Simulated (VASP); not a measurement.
Write the native input for VASP 6.6.1 that does the following.

- Task: single point
- Functional: PBEsol
- Potentials or basis: VASP PAW PBE potentials, release 64 (As, Nb_sv)
- Cutoff: 520 eV
- k mesh: 11 × 8 × 1
- Occupations: gaussian, width 0.1 eV
- Spin: no spin polarisation
- Dipole correction: yes
- Further INCAR settings: ALGO = Fast; EDIFF = 1e-07; NBANDS = 58; ISYM = 0

The structure of NbAs2 lies in POSCAR:

```
NbAs2
1.0
    3.3614136306      0.0000000000      0.0000000000
   -1.6807068153      4.6665806830      0.0000000000
    0.0000000000      0.0000000000     28.1627050363
As Nb
8 4
Direct
    0.0746752992      0.1493505985      0.2663096457
    0.7695803233      0.5391606466      0.3537270741
    0.0476396089      0.0952792178      0.4057778005
    0.7425446330      0.4850892659      0.4931952288
    0.4832852654      0.9665705307      0.5068047712
    0.1781902894      0.3563805788      0.5942221995
    0.4562495750      0.9124991501      0.6462729259
    0.1511545991      0.3023091982      0.7336903543
    0.4855068749      0.9710137498      0.3327077927
    0.3317130573      0.6634261147      0.4267970818
    0.8941168410      0.7882336820      0.5732029182
    0.7403230235      0.4806460469      0.6672922073
```

One way to write it, as run:

INCAR

```
ALGO = Fast ; DIPOL = 0.5 0.5 0.500
EDIFF = 1E-7 ; ENCUT = 520
GGA = PS ; IDIPOL = 3
ISIF = 2 ; ISMEAR = 0
ISYM = 0 ; LASPH = T
LCHARG = F ; LDIPOL = T
LREAL = F ; LWAVE = F
NBANDS = 58 ; NELM = 60
PREC = Accurate ; SIGMA = 0.1
```

KPOINTS

```
k-points
0
Gamma
  11 8 1
```

Potentials or basis: VASP PAW PBE potentials, release 64 (As, Nb_sv).

Launch:

```console
$ cat potpaw_PBE.64/As/POTCAR potpaw_PBE.64/Nb_sv/POTCAR > POTCAR
$ mpirun -np 1 vasp_std > vasp.out
```

Results of the run:

- Largest force: 0.628 eV/Å
- Band gap on the k mesh: zero (bands 46 and 47 overlap by 0.72 eV)

Caveat: the PAW data sets were made with another functional, which shifts forces and pressure a little.

Wall time 120 min on 1 thread of Oxide Virtual Turin-like Processor, with other jobs on the host, peak memory 1 GiB.
